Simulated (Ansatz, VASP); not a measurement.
# Two plane-wave programs on Ba

```xyz
2
Lattice="4.4685 0.0000 0.0000 -2.2343 3.8699 0.0000 0.0000 0.0000 7.3456" Properties=species:S:1:pos:R:3 pbc="T T T"
Ba    0.0000    0.0000    0.0000
Ba    0.0000    2.5799    3.6728
```

Alike in both runs: functional PBE; k mesh 12 × 12 × 6; occupations gaussian, width 0.1 eV; no spin polarisation.

Ansatz relaxed the structure, and its values are those at the end. VASP's run is a single point on that final structure, the one shown.

```csv
,VASP,Ansatz
version,VASP 6.6.1,Ansatz 0.2.0
potentials or method,"VASP PAW PBE potentials, release 64 (Ba_sv), cutoff 520 eV","scalar-relativistic, plane waves, PAW"
valence electrons in the cell,20,20
```

|  | VASP | Ansatz | Ansatz less VASP |
| --- | --- | --- | --- |
| gap on the k mesh at the Fermi level (eV) | none | none | - |
| pressure (GPa) | 0.0 | 0.0 | -0.05 |

A gap of «none» marks a metal or a gap that the smearing closes.

Spin-orbit coupling is off throughout.
